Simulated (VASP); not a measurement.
# TaSi2 (P6_422) in VASP: settings compared

Aim: see how the results for TaSi2 move with the level of theory and the settings. Levels: LDA, PBEsol. Tasks: single point.

All numbers are computed with VASP 6.6.1; they aren't measurements. Logs are shortened: lines on timing, memory, paths and dates and some standing lists are left out, and cuts for length are marked.

## (1) The cell of the first run

It takes space group P6_422 (No. 181, hexagonal). Conventional cell: a = 4.729 Å, b = 4.729 Å, c = 6.526 Å, α = 90.00°, β = 90.00°, γ = 120.00°. Within 3.4 Å of Ta (site symmetry 222) lie 10 Si at 2.58 to 2.79 Å and 4 Ta at 3.21 Å. Within 3.3 Å of Si (site symmetry 2) lie 9 Si at 2.54 to 3.29 Å and 5 Ta at 2.58 to 2.79 Å.

## (2) Single point, LDA

File INCAR:

```
PREC = Accurate
ENCUT = 520
EDIFF = 1E-6
ISMEAR = -1
SIGMA = 0.05
LREAL = False
LASPH = True
NELM = 100
ALGO = Normal
ISIF = 2
LWAVE = False
LCHARG = True
LELF = True
LVHAR = True
NBANDS = 38
```

File KPOINTS:

```
Automatic mesh
0
Gamma
  7 7 4
```

File POSCAR:

```
TaSi2
1.0
    4.7286344401      0.0000000000      0.0000000000
   -2.3643172201      4.0951175504      0.0000000000
    0.0000000000      0.0000000000      6.5255288898
Ta Si
3 6
Direct
    0.0000000000      0.5000000000      0.3333333333
    0.5000000000      0.5000000000      0.6666666667
    0.5000000000      0.0000000000      0.0000000000
    0.3194674371      0.1597337185      0.3333333333
    0.1597337185      0.8402662815      0.6666666667
    0.8402662815      0.6805325629      0.0000000000
    0.6805325629      0.8402662815      0.3333333333
    0.8402662815      0.1597337185      0.6666666667
    0.1597337185      0.3194674371      0.0000000000
```

Potentials or basis: VASP PAW LDA potentials, release 64 (Ta_pv, Si).

Launch:

```
> cat potpaw_LDA.64/Ta_pv/POTCAR potpaw_LDA.64/Si/POTCAR > POTCAR
> mpirun -np 1 vasp_std > vasp.out
```

OUTCAR:

```text
PREC = Accurate
   ENCUT = 520
   EDIFF = 1E-6
   ISMEAR = -1
   LREAL = False
   LASPH = True
   NELM = 100
   ISIF = 2

 ion  position               nearest neighbor table
   1  0.000  0.500  0.333-   6 2.58   9 2.58   8 2.58   5 2.58   4 2.70   7 2.70   7 2.70   4 2.70
                             7 2.79   4 2.79   3 3.21   3 3.21   2 3.21   2 3.21
   2  0.500  0.500  0.667-   6 2.58   9 2.58   7 2.58   4 2.58   5 2.70   8 2.70   5 2.70   8 2.70
                             8 2.79   5 2.79   3 3.21   3 3.21   1 3.21   1 3.21
   3  0.500  0.000  0.000-   4 2.58   7 2.58   5 2.58   8 2.58   9 2.70   6 2.70   9 2.70   6 2.70
                             9 2.79   6 2.79   1 3.21   1 3.21   2 3.21   2 3.21
   4  0.319  0.160  0.333-   9 2.54   5 2.54   3 2.58   2 2.58   7 2.62   1 2.70   1 2.70   1 2.79
                             7 2.79   7 2.79   6 3.14   8 3.14
   5  0.160  0.840  0.667-   6 2.54   4 2.54   3 2.58   1 2.58   8 2.62   2 2.70   2 2.70   2 2.79
                             8 2.79   8 2.79   9 3.14   7 3.14
   6  0.840  0.681  0.000-   5 2.54   7 2.54   1 2.58   2 2.58   9 2.62   3 2.70   3 2.70   3 2.79
                             9 2.79   9 2.79   4 3.14   8 3.14
   7  0.681  0.840  0.333-   6 2.54   8 2.54   3 2.58   2 2.58   4 2.62   1 2.70   1 2.70   1 2.79
                             4 2.79   4 2.79   9 3.14   5 3.14
   8  0.840  0.160  0.667-   9 2.54   7 2.54   3 2.58   1 2.58   5 2.62   2 2.70   2 2.70   2 2.79
                             5 2.79   5 2.79   6 3.14   4 3.14
   9  0.160  0.319  0.000-   8 2.54   4 2.54   1 2.58   2 2.58   6 2.62   3 2.70   3 2.70   3 2.79
                             6 2.79   6 2.79   7 3.14   5 3.14

  LATTYP: Found a hexagonal cell.
 ALAT       =     4.7286344401
 C/A-ratio  =     1.3800028259

  Lattice vectors:

 A1 = (   4.7286344401,   0.0000000000,   0.0000000000)
 A2 = (  -2.3643172201,   4.0951175504,   0.0000000000)
 A3 = (   0.0000000000,   0.0000000000,   6.5255288898)

Analysis of symmetry for initial positions (statically):
=====================================================================
 Subroutine PRICEL returns:
 Original cell was already a primitive cell.

 Routine SETGRP: Setting up the symmetry group for a
 hexagonal supercell.

 Subroutine GETGRP returns: Found 12 space group operations
 (whereof  4 operations were pure point group operations)
 out of a pool of 24 trial point group operations.

The static configuration has the point symmetry D_2 .
 The point group associated with its full space group is D_6 .

Analysis of symmetry for dynamics (positions and initial velocities):
=====================================================================
 Subroutine PRICEL returns:
 Original cell was already a primitive cell.

 Routine SETGRP: Setting up the symmetry group for a
 hexagonal supercell.

 Subroutine GETGRP returns: Found 12 space group operations
 (whereof  4 operations were pure point group operations)
 out of a pool of 24 trial point group operations.

The dynamic configuration has the point symmetry D_2 .
 The point group associated with its full space group is D_6 .

 Subroutine INISYM returns: Found 12 space group operations
 (whereof  4 operations are pure point group operations),
 and found     1 'primitive' translations

----------------------------------------------------------------------------------------

                                     Primitive cell

  volume of cell :     126.3624

  direct lattice vectors                    reciprocal lattice vectors
     4.728634440  0.000000000  0.000000000     0.211477544  0.122096617  0.000000000
    -2.364317220  4.095117550  0.000000000     0.000000000  0.244193234  0.000000000
     0.000000000  0.000000000  6.525528890     0.000000000  0.000000000  0.153244284

  length of vectors
     4.728634440  4.728634440  6.525528890     0.244193234  0.244193234  0.153244284

  position of ions in fractional coordinates (direct lattice)
     0.000000000  0.500000000  0.333333333
     0.500000000  0.500000000  0.666666667
     0.500000000  0.000000000  0.000000000
     0.319467437  0.159733719  0.333333333
     0.159733719  0.840266281  0.666666667
     0.840266281  0.680532563  0.000000000
     0.680532563  0.840266281  0.333333333
     0.840266281  0.159733719  0.666666667
     0.159733719  0.319467437  0.000000000

  ion indices of the primitive-cell ions
   primitive index   ion index
                 1           1
                 2           2
                 3           3
                 4           4
                 5           5
                 6           6
                 7           7
                 8           8
                 9           9

----------------------------------------------------------------------------------------

 KPOINTS: Automatic mesh

Automatic generation of k-mesh.
 Grid dimensions read from file:
 generate k-points for:    7    7    4

 Generating k-lattice:

[... 36 lines left out ...]
   PREC   = accura    normal or accurate (medium, high low for compatibility)
   ISTART =      0    job   : 0-new  1-cont  2-samecut
   ICHARG =      2    charge: 1-file 2-atom 10-const
   ISPIN  =      1    spin polarized calculation?
   LNONCOLLINEAR =      F non collinear calculations
   LSORBIT =      F    spin-orbit coupling
   LASPH  =      T    aspherical Exc in radial PAW
   ENCUT  =  520.0 eV  38.22 Ry    6.18 a.u.   8.79  8.79 12.13*2*pi/ulx,y,z
   NELM   =    100;   NELMIN=  2; NELMDL= -5     # of ELM steps
   EDIFF  = 0.1E-05   stopping-criterion for ELM
   LREAL  =      F    real-space projection
   EDIFFG = 0.1E-04   stopping-criterion for IOM
   NSW    =      0    number of steps for IOM
   IBRION =     -1    ionic relax: 0-MD 1-quasi-New 2-CG
   NFREE  =      0    steps in history (QN), initial steepest desc. (CG)
   ISIF   =      2    stress and relaxation
   ISYM   =      2    0-nonsym 1-usesym 2-fastsym
   POTIM  = 0.5000    time-step for ionic-motion
   TEBEG  =    0.0;   TEEND  =   0.0 temperature during run
   PSTRESS=    0.0 pullay stress
   NELECT =      57.0000    total number of electrons
   NUPDOWN=      -1.0000    fix difference up-down
   EMIN   =  10.00;   EMAX   =-10.00  energy-range for DOS
   EFERMI =   0.00;   METHOD = LEGACY
   ISMEAR =    -1;   SIGMA  =   0.05  broadening in eV -4-tet -1-fermi 0-gaus
   EFERMI_NEDOS =   21; number of points for ismear=-14 and -15
   IALGO  =     38    algorithm
   IMIX   =      4    mixing-type and parameters
     AMIX     =   0.40;   BMIX     =  1.00
     AMIX_MAG =   1.60;   BMIX_MAG =  1.00
  volume/ion in A,a.u.               =      14.04        94.75
  Fermi-wavevector in a.u.,A,eV,Ry     =   1.255530  2.372608 21.447627  1.576356
  Thomas-Fermi vector in A             =   2.389282
   LORBIT       =      0    0 simple, 1 ext, 2 COOP (PROOUT), +10 PAW based schemes
   GGA     = CA    functional components
   LHFCALC =     F    Hartree Fock is set to
   AEXX    =    0.0000 exact exchange contribution
   IVDW    =     0    specifies the selected vdW correction
   LEPSILON=     F    determine dielectric tensor
   LRPA    =     F    only Hartree local field effects (RPA)
 non-spin polarized calculation
  energy-cutoff  :      520.00
  volume of cell :      126.36
 maximum number of plane-waves:      3420
 NGX is ok and might be reduce to    36
   NGX = 17   NGY = 17   NGZ = 25

 number of electron      56.9999995 magnetization

 Free energy of the ion-electron system (eV)
  ---------------------------------------------------
  ext. energy  EPLUGINS =         0.00000000
  ---------------------------------------------------
  free energy    TOTEN  =       -79.37101764 eV

  energy without entropy =      -79.34553628  energy(sigma->0) =      -79.35827696

 E-fermi :   9.6327     XC(G=0): -12.3273

 val. band max:        9.6213463804   @ k =   0.4286   0.1429   0.0000
 cond. band min:       9.6525676606   @ k =   0.2857   0.2857   0.5000
 fundamental gap:      0.0312212802
 Fermi energy:         9.6327287841

 k-point     1 :       0.0000    0.0000    0.0000
  band No.  band energies     occupation
      1     -24.4794      2.00000
      2     -24.4794      2.00000
      3     -24.4725      2.00000
      4     -24.4010      2.00000
      5     -24.4010      2.00000
      6     -24.2936      2.00000
[... 30 lines left out ...]
     37      13.6558      0.00000
     38      13.8209      0.00000
[... 941 lines left out ...]
     37      13.1870      0.00000
     38      13.6007      0.00000

------------------------ aborting loop because EDIFF is reached ----------------------------------------

  FORCE on cell =-STRESS in cart. coord.  units (eV):
  Direction    XX          YY          ZZ          XY          YZ          ZX
  --------------------------------------------------------------------------------------
  -------------------------------------------------------------------------------------
  Total        0.4701699      0.4701699      0.5703533     -0.0000000      0.0000000      0.0000000
  in kB        5.9613906      5.9613906      7.2316386     -0.0000000      0.0000000      0.0000000
  external PRESSURE =       6.3848066 kB  Pullay stress =       0.0000000 kB

 VOLUME and BASIS-vectors are now :
 -----------------------------------------------------------------------------
  energy-cutoff  :      520.00
  volume of cell :      126.36
      direct lattice vectors                 reciprocal lattice vectors
     4.728634440  0.000000000  0.000000000     0.211477544  0.122096617  0.000000000
    -2.364317220  4.095117550  0.000000000     0.000000000  0.244193234  0.000000000
     0.000000000  0.000000000  6.525528890     0.000000000  0.000000000  0.153244284

 POSITION                                       TOTAL-FORCE (eV/Angst)
 -----------------------------------------------------------------------------------
     -1.18216      2.04756      2.17518        -0.000000     -0.000000     -0.000000
      1.18216      2.04756      4.35035        -0.000000     -0.000000      0.000000
      2.36432      0.00000      0.00000        -0.000000     -0.000000     -0.000000
      1.13298      0.65413      2.17518        -0.011187     -0.006459      0.000000
     -1.23133      3.44099      4.35035        -0.011187      0.006459     -0.000000
      2.36432      2.78686      0.00000        -0.000000      0.012918     -0.000000
      1.23133      3.44099      2.17518         0.011187      0.006459      0.000000
      3.59565      0.65413      4.35035         0.011187     -0.006459     -0.000000
     -0.00000      1.30826      0.00000         0.000000     -0.012918     -0.000000
 -----------------------------------------------------------------------------------
    total drift:                                0.000000     -0.000000     -0.000000

  FREE ENERGIE OF THE ION-ELECTRON SYSTEM (eV)
  ---------------------------------------------------
  free  energy   TOTEN  =       -79.3710176446 eV

  energy  without entropy=      -79.3455362845  energy(sigma->0) =      -79.35827696
```

Wall time 49 s (1 thread of Intel Xeon 6975P-C (Granite Rapids), shared host); peak memory 0.24 GiB.

Results:

| Property | Result |
| --- | --- |
| Free energy | -79.3710 eV |
| Pressure | 0.6 GPa |
| Largest force | 0.013 eV/Å |

Forces in eV/Å, atoms in the order of the input:
```
Ta   0.000  0.000  0.000
Ta   0.000  0.000  0.000
Ta   0.000  0.000  0.000
Si  -0.011 -0.006  0.000
Si  -0.011  0.006  0.000
Si   0.000  0.013  0.000
Si   0.011  0.006  0.000
Si   0.011 -0.006  0.000
Si   0.000 -0.013  0.000
```

Caveat: spin-orbit coupling is left out, which moves the levels of the heavy elements.

## (3) Single point, PBEsol

This run uses another cell than the first one, of 14.47 Å³/atom, 1.030 times its volume.

File INCAR:

```
  PREC = Accurate
  ENCUT = 520
  EDIFF = 1E-6
  ISMEAR = -1
  SIGMA = 0.05
  LREAL = F
  LASPH = T
  NELM = 60
  ALGO = Normal
  ISIF = 2
  LWAVE = F
  LCHARG = T
  GGA = PS
  LELF = T
  LVHAR = T
  NBANDS = 38
```

KPOINTS is that of step 2.

File POSCAR:

```
TaSi2
1.0
    4.7839000000      0.0000000000      0.0000000000
   -2.3919500000      4.1429789292      0.0000000000
    0.0000000000      0.0000000000      6.5700000000
Ta Si
3 6
Direct
    0.0000000000      0.5000000000      0.3333333333
    0.5000000000      0.5000000000      0.6666666667
    0.5000000000      0.0000000000      0.0000000000
    0.3179400000      0.1589700000      0.3333333333
    0.1589700000      0.8410300000      0.6666666667
    0.8410300000      0.6820600000      0.0000000000
    0.6820600000      0.8410300000      0.3333333333
    0.8410300000      0.1589700000      0.6666666667
    0.1589700000      0.3179400000      0.0000000000
```

Potentials or basis: VASP PAW PBE potentials, release 64 (Ta_pv, Si).

Launch:

```
> cat potpaw_PBE.64/Ta_pv/POTCAR potpaw_PBE.64/Si/POTCAR > POTCAR
> mpirun -np 1 vasp_std > vasp.out
```

Wall time 56 s (1 thread of Intel Xeon 6975P-C (Granite Rapids), shared host); peak memory 0.28 GiB.

It converged, with:

```
Free energy   : -77.3613 eV
Pressure      : -1.9 GPa
Largest force : 0.057 eV/Å
```

Forces on the atoms (eV/Å):
```
Ta   0.000  0.000  0.000
Ta   0.000  0.000  0.000
Ta   0.000  0.000  0.000
Si   0.049  0.028  0.000
Si   0.049 -0.028  0.000
Si   0.000 -0.057  0.000
Si  -0.049 -0.028  0.000
Si  -0.049  0.028  0.000
Si   0.000  0.057  0.000
```

Stress tensor (GPa, compression positive):
```
-2.37  0.00  0.00
 0.00 -2.37  0.00
 0.00  0.00 -1.11
```

Levels at points of the mesh, in eV from the Fermi level:
```csv
k point,band 26,band 27,band 28,band 29,band 30,band 31,band 32,band 33
"(0.00, 0.00, 0.00)",-2.41,-2.18,-2.18,-1.46,0.73,2.97,2.97,3.46
"(0.00, 0.00, 0.50)",-2.00,-1.76,-1.76,1.14,1.14,2.64,2.64,3.41
```

Caveat: the PAW data sets were made with another functional, which shifts forces and pressure a little; spin-orbit coupling is left out, which moves the levels of the heavy elements.

## (4) Single point, PBEsol

This run uses another cell than the first one, of 13.14 Å³/atom, 0.936 times its volume.

File INCAR:

```
SYSTEM = TaSi2
PREC = Accurate ; ENCUT = 520
EDIFF = 1E-6 ; ISMEAR = -1
SIGMA = 0.05 ; LREAL = .False.
LASPH = .True. ; NELM = 100
ALGO = Normal ; ISIF = 2
LWAVE = .False. ; LCHARG = .True.
GGA = PS ; LELF = .True.
LVHAR = .True. ; NBANDS = 38
```

File KPOINTS:

```
Automatic mesh
0
Gamma
  5 5 3
  0 0 0
```

File POSCAR:

```
TaSi2
1.0
    4.6174006912      0.0000000000      0.0000000000
   -2.3087003456      3.9987862981      0.0000000000
    0.0000000000      0.0000000000      6.4031441749
Ta Si
3 6
Direct
    0.0000000000      0.5000000000      0.3333333333
    0.5000000000      0.5000000000      0.6666666667
    0.5000000000      0.0000000000      0.0000000000
    0.3190350737      0.1595175368      0.3333333333
    0.1595175368      0.8404824632      0.6666666667
    0.8404824632      0.6809649263      0.0000000000
    0.6809649263      0.8404824632      0.3333333333
    0.8404824632      0.1595175368      0.6666666667
    0.1595175368      0.3190350737      0.0000000000
```

Launch:

```
> cat potpaw_PBE.64/Ta_pv/POTCAR potpaw_PBE.64/Si/POTCAR > POTCAR
> mpirun -np 1 vasp_std > vasp.out
```

Run time: 24 s. Hardware: 1 thread of Intel Xeon 6975P-C (Granite Rapids), shared host; peak memory 0.24 GiB.

The run converged. Its results:

| Item | Value |
| --- | --- |
| Free energy | -76.6764 eV |
| Pressure | 20.5 GPa |
| Largest force | 0.004 eV/Å |

Forces on the atoms (eV/Å):
```
Ta   0.000  0.000  0.000
Ta   0.000  0.000  0.000
Ta   0.000  0.000  0.000
Si  -0.003 -0.002  0.000
Si  -0.003  0.002  0.000
Si   0.000  0.004  0.000
Si   0.003  0.002  0.000
Si   0.003 -0.002  0.000
Si   0.000 -0.004  0.000
```

Stress tensor (GPa, compression positive):
```
20.44  0.00  0.00
 0.00 20.44  0.00
 0.00  0.00 20.57
```

Levels at points of the mesh, in eV from the Fermi level:
```csv
k point,band 26,band 27,band 28,band 29,band 30,band 31,band 32,band 33
"(0.00, 0.00, 0.00)",-2.37,-2.35,-2.35,-1.40,0.69,3.27,3.27,3.98
```

Caveat: the PAW data sets were made with another functional, which shifts forces and pressure a little; spin-orbit coupling is left out, which moves the levels of the heavy elements.

## (5) Single point, PBEsol

This run uses another cell than the first one, of 14.29 Å³/atom, 1.018 times its volume.

File INCAR:

```
PREC     = Accurate       # precision mode
ENCUT    = 520            # plane-wave cutoff, eV
EDIFF    = 1E-6           # SCF threshold, eV
ISMEAR   = -1             # smearing method
SIGMA    = 0.05           # smearing width, eV
LREAL    = False          # projectors in reciprocal space
LASPH    = True           # aspherical terms in the spheres
NELM     = 80             # most SCF steps
ALGO     = Normal         # electronic algorithm
ISIF     = 2              # what is computed and relaxed
LWAVE    = False          # write WAVECAR
LCHARG   = False          # write CHGCAR
GGA      = PS             # functional
NBANDS   = 38             # bands
```

File KPOINTS:

```
regular mesh
0
Gamma
  7 7 4
```

File POSCAR:

```
TaSi2
1.0
    4.7564999246      0.0000000000      0.0000000000
   -2.3782499623      4.1192497678      0.0000000000
    0.0000000000      0.0000000000      6.5649169341
Ta Si
3 6
Direct
    0.0000000000      0.5000000000      0.3333333333
    0.5000000000      0.5000000000      0.6666666667
    0.5000000000      0.0000000000      0.0000000000
    0.3191322856      0.1595661428      0.3333333333
    0.1595661428      0.8404338572      0.6666666667
    0.8404338572      0.6808677144      0.0000000000
    0.6808677144      0.8404338572      0.3333333333
    0.8404338572      0.1595661428      0.6666666667
    0.1595661428      0.3191322856      0.0000000000
```

Launch:

```
> cat potpaw_PBE.64/Ta_pv/POTCAR potpaw_PBE.64/Si/POTCAR > POTCAR
> mpirun -np 1 vasp_std > vasp.out
```

Wall time 82 s (1 thread of Intel Xeon Platinum 8259CL at 2.50GHz (Skylake/Cascade Lake), shared host); peak memory 0.28 GiB.

Results (log left out):

```yaml
Free_energy: -77.3721 eV
Pressure: 0.3 GPa
```

Stress tensor (GPa, compression positive):
```
0.29 0.00 0.00
0.00 0.29 0.00
0.00 0.00 0.38
```

Levels at points of the mesh, in eV from the Fermi level:
| k point | band 27 | band 28 | band 29 | band 30 | band 31 | band 32 |
| --- | --- | --- | --- | --- | --- | --- |
| (0.00, 0.00, 0.00) | -2.21 | -2.21 | -1.48 | 0.69 | 3.03 | 3.03 |
| (0.00, 0.00, 0.50) | -1.76 | -1.76 | 1.10 | 1.10 | 2.70 | 2.70 |

Caveat: the PAW data sets were made with another functional, which shifts forces and pressure a little; spin-orbit coupling is left out, which moves the levels of the heavy elements.

## (6) Summary

```csv
level,potentials or basis,cell,k mesh,gap on the mesh (eV),pressure (GPa),largest force (eV/Å)
LDA,"VASP PAW LDA potentials, release 64 (Ta_pv, Si)","a = 4.729, b = 4.729, c = 6.526 Å, angles 90.0, 90.0, 120.0°, 9 atoms",7 × 7 × 4,none,0.6,0.01
PBEsol,"VASP PAW PBE potentials, release 64 (Ta_pv, Si)","a = 4.784, b = 4.784, c = 6.570 Å, angles 90.0, 90.0, 120.0°, 9 atoms",7 × 7 × 4,none,-1.9,0.06
PBEsol,"VASP PAW PBE potentials, release 64 (Ta_pv, Si)","a = 4.617, b = 4.617, c = 6.403 Å, angles 90.0, 90.0, 120.0°, 9 atoms",5 × 5 × 3,none,20.5,-
PBEsol,"VASP PAW PBE potentials, release 64 (Ta_pv, Si)","a = 4.756, b = 4.756, c = 6.565 Å, angles 90.0, 90.0, 120.0°, 9 atoms",7 × 7 × 4,none,0.3,-
```

Alike in all rows: task single point; no spin polarisation; cutoff (eV) 520; smearing fermi-dirac 0.05 eV.

Caveats: spin-orbit coupling is left out, which moves the levels of the heavy elements; the PAW data sets were made with another functional, which shifts forces and pressure a little (some runs).

Total energies depend on the potentials used, so only differences within one code and one set of settings carry meaning.
